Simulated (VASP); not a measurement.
A run of VASP 6.6.1:

The input INCAR:

```
PREC = Accurate
ENCUT = 500
EDIFF = 1E-7
ISMEAR = 1
SIGMA = 0.05
LREAL = F
LASPH = T
NELM = 120
ALGO = Normal
ISIF = 8
LWAVE = F
LCHARG = F
IBRION = 2
NSW = 60
EDIFFG = -0.03
GGA_COMPAT = F
NELMIN = 4
```

File KPOINTS:

```
regular mesh
0
Gamma
  10 10 10
```

Contents of POSCAR:

```
Rh
1.0
    0.0000000000      1.8978500000      1.8978500000
    1.8978500000      0.0000000000      1.8978500000
    1.8978500000      1.8978500000      0.0000000000
Rh
1
Direct
    0.0000000000      0.0000000000      0.0000000000
```

Potentials or basis: VASP PAW LDA potentials, release 64 (Rh_pv).

Command:

```bash
$ cat potpaw_LDA.64/Rh_pv/POTCAR > POTCAR
$ mpirun -np 1 vasp_std > vasp.out
```

Hardware: 1 thread of AMD EPYC 7R43 64-Core Processor (Zen 3) (shared host).

Q: How long does it take, and how much memory?

A: It took 14 s on 1 thread of AMD EPYC 7R43 64-Core Processor (Zen 3), with other jobs on the host, peak memory 0.09 GiB. Counts: scf iterations 28, k points 47, ion steps 3.
